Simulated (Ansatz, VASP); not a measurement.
One calculation of BiS, two programs

```
Bi S
1.0
     3.42424    0.00000    0.00000
    -1.71212    2.96548    0.00000
     0.00000    0.00000    5.43019
Bi S
1 1
Direct
  0.00000 0.00000 0.00000
  0.00000 0.00000 0.50000
```

Alike in both runs: functional PBE; k mesh 18 × 18 × 12; occupations gaussian, width 0.1 eV; no spin polarisation.

Ansatz relaxed the structure, and its values are those at the end. VASP's run is a single point on that final structure, the one shown.

|  | VASP | Ansatz |
| --- | --- | --- |
| version | VASP 6.6.1 | Ansatz 0.2.0 |
| potentials or method | VASP PAW PBE potentials, release 64 (Bi_d, S), cutoff 520 eV | scalar-relativistic, plane waves, PAW |
| valence electrons in the cell | 21 | 21 |

```csv
,VASP,Ansatz,Ansatz less VASP
gap on the k mesh at the Fermi level (eV),none,none,-
pressure (GPa),-0.1,0.0,+0.07
```

A gap of «none» marks a metal or a gap that the smearing closes. The functional is the same, so the differences come from potentials, cutoffs and numerics.

Neither program's run includes spin-orbit coupling.
